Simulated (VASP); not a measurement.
Crystal: TiAl.

```
Ti Al
1.0
     2.90499    0.00000    0.00000
    -1.45250    2.51580    0.00000
     0.00000    0.00000    4.73964
Ti Al
1 1
Cartesian
  0.0000 0.0000 0.0000
  0.0000 1.6772 2.3698
```

Base run:

| Quantity | Value |
| --- | --- |
| Program | VASP 6.6.1 |
| Functional | PBE |
| Potentials or basis | VASP PAW PBE potentials, release 64 (Ti_sv, Al) |
| Cutoff | 520 eV |
| k mesh | 11 × 11 × 6 |
| Occupations | fermi-dirac, width 0.05 eV |
| Spin | no spin polarisation |

Its results: pressure -3.7 GPa.

Question: After a change of settings the same cell gave: pressure -6.5 GPa. Which change was it?
A. functional from PBE to PBEsol; occupations from fermi-dirac, width 0.05 eV to gaussian, width 0.05 eV
B. occupations from fermi-dirac, width 0.05 eV to gaussian, width 0.05 eV; further incar settings from ALGO = Normal; EDIFF = 1e-06; NBANDS = 14 to ALGO = Fast; EDIFF = 1e-06; NBANDS = 14
C. functional from PBE to r2SCAN

Answer: A.

Caveats: the PAW data sets were made with another functional, which shifts forces and pressure a little (some runs).
